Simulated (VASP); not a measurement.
Write the native input for VASP 6.6.1 that does the following.

```
Task                   : relaxation of cell and atoms
Functional             : LDA
Potentials or basis    : VASP PAW LDA potentials, release 64 (Zr_sv)
Cutoff                 : 600 eV
k mesh                 : 14 × 14 × 14
Occupations            : fermi-dirac, width 0.1 eV
Spin                   : no spin polarisation
Target pressure        : 220 GPa
Dipole correction      : no
Further INCAR settings : ALGO = Normal; EDIFF = 1e-07; IBRION = 2; EDIFFG = -0.005; NSW = 32; ISIF = 3
```

The structure of Zr lies in POSCAR:

```
Zr
1.0
    0.0000000000      2.3357317934      2.3357317934
    2.3357317934      0.0000000000      2.3357317934
    2.3357317934      2.3357317934      0.0000000000
Zr
2
Direct
   -0.1250000000     -0.1250000000     -0.1250000000
    0.1250000000      0.1250000000      0.1250000000
```

The input as run:

INCAR

```
  ALGO = Normal
  EDIFF = 1E-7
  EDIFFG = -0.005
  ENCUT = 600
  GGA = CA
  IBRION = 2
  ISIF = 3
  ISMEAR = -1
  LASPH = T
  LCHARG = F
  LREAL = F
  LWAVE = F
  NELM = 80
  NSW = 32
  PREC = Accurate
  PSTRESS = 2200.0
  SIGMA = 0.1
```

KPOINTS

```
k-points
0
Gamma
  14 14 14
```

Potentials or basis: VASP PAW LDA potentials, release 64 (Zr_sv).

The run is started by

```console
$ cat potpaw_LDA.64/Zr_sv/POTCAR > POTCAR
$ mpirun -np 1 vasp_std > vasp.out
```

Results of the run:

| Quantity | Value |
| --- | --- |
| Relaxed volume | 12.83 Å³/atom |
| Relaxed cell | a = 3.311 Å, b = 3.311 Å, c = 3.311 Å, α = 60.00°, β = 60.00°, γ = 60.00° |
| Space group after relaxing (to 0.05 Å) | Fd-3m (No. 227) |
| Energy change on relaxing (the enthalpy is what falls) | -125.6 meV/atom |
| Ionic steps | 4 |
| Pressure after relaxing | 220.0 GPa |
| Band gap on the k mesh | zero (band 12 reaches 18.93 eV, above the bottom of band 13 at 15.22 eV) |

Caveat: the cell is relaxed towards a set pressure, so the enthalpy falls and the energy may rise.

Run time: 70 s on 1 thread of Intel(R) Xeon(R) 6975P-C (Granite Rapids), with other jobs on the host, peak memory 0.18 GiB.
